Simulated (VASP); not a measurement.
Here is a VASP 6.6.1 calculation.

INCAR

```
ALGO = Normal ; EDIFF = 1E-6
EDIFFG = -0.005 ; ENCUT = 600
GGA = PE ; IBRION = 2
ISIF = 3 ; ISMEAR = -1
LASPH = T ; LCHARG = F
LREAL = F ; LWAVE = F
NELM = 80 ; NSW = 60
PREC = Accurate ; PSTRESS = 300.0
SIGMA = 0.1
```

KPOINTS

```
k-points
0
Gamma
  15 15 15
```

Contents of POSCAR:

```
SiNi
1.0
    0.0000000000      2.2540944724      2.2540944724
    2.2540944724      0.0000000000      2.2540944724
    2.2540944724      2.2540944724      0.0000000000
Ni Si
1 1
Direct
    0.0000000000      0.0000000000      0.0000000000
    0.5000000000      0.5000000000      0.5000000000
```

Potentials or basis: VASP PAW PBE potentials, release 64 (Ni, Si).

Run with:

```sh
$ cat potpaw_PBE.64/Ni/POTCAR potpaw_PBE.64/Si/POTCAR > POTCAR
$ mpirun -np 1 vasp_std > vasp.out
```

Problem. What does it give for the relaxed cell?

Solution. a = 3.187 Å, b = 3.187 Å, c = 3.187 Å, α = 60.00°, β = 60.00°, γ = 60.00°.

Problem. Estimate the band gap on the k mesh.

Solution. Zero (bands 7 and 8 overlap by 5.68 eV).

Problem. Predict the space group after relaxing (to 0.1 Å).

Solution. Fm-3m (No. 225).

Problem. What does it give for the relaxed volume?

Solution. 11.44 Å³/atom.

The path:
```csv
step,energy change (eV),largest force (eV/Å),pressure (GPa),volume (Å³)
1,0.0000,0.0000,29.69,22.91
2,0.0140,0.0000,30.57,22.83
3,0.0049,0.0000,30.05,22.88
```

Caveat: the cell is relaxed towards a set pressure, so the run minimises the enthalpy, not the energy. Spin polarisation is off, so any magnetic state and its effect on volume and gap are missing.
